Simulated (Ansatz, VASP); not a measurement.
# Te5As in VASP and in Ansatz

```
Te As
1.0
     3.98723    0.00000    0.00000
    -1.99362    3.45304    0.00000
     0.00000    0.00000   12.91955
Te As
5 1
Cartesian
  1.9936 1.1510 11.0292
  0.0000 2.3020 8.6450
  1.9936 1.1510 6.4598
  0.0000 2.3020 4.2746
  1.9936 1.1510 1.8903
  0.0000 2.3020 0.0000
```

Change from the starting cell: species swapped into the CeMg5 type (P-6m2, No. 187).

Alike in both runs: functional PBE; k mesh 12 × 12 × 4; occupations gaussian, width 0.1 eV; no spin polarisation.

Ansatz relaxed the structure, and its values are those at the end. VASP's run is a single point on that final structure, the one shown.

```csv
,VASP,Ansatz
version,VASP 6.6.1,Ansatz 0.2.0
potentials or method,"VASP PAW PBE potentials, release 64 (Te, As), cutoff 520 eV","scalar-relativistic, plane waves, PAW"
valence electrons in the cell,35,95
```

```csv
,VASP,Ansatz,Ansatz less VASP
gap on the k mesh at the Fermi level (eV),none,none,-
pressure (GPa),-0.1,0.0,+0.04
```

A gap of «none» marks a metal or a gap that the smearing closes. VASP's potentials hold 35 valence electrons a cell and Ansatz's 95, so a difference there can come from the potentials and not from the codes.

Neither program's run includes spin-orbit coupling.
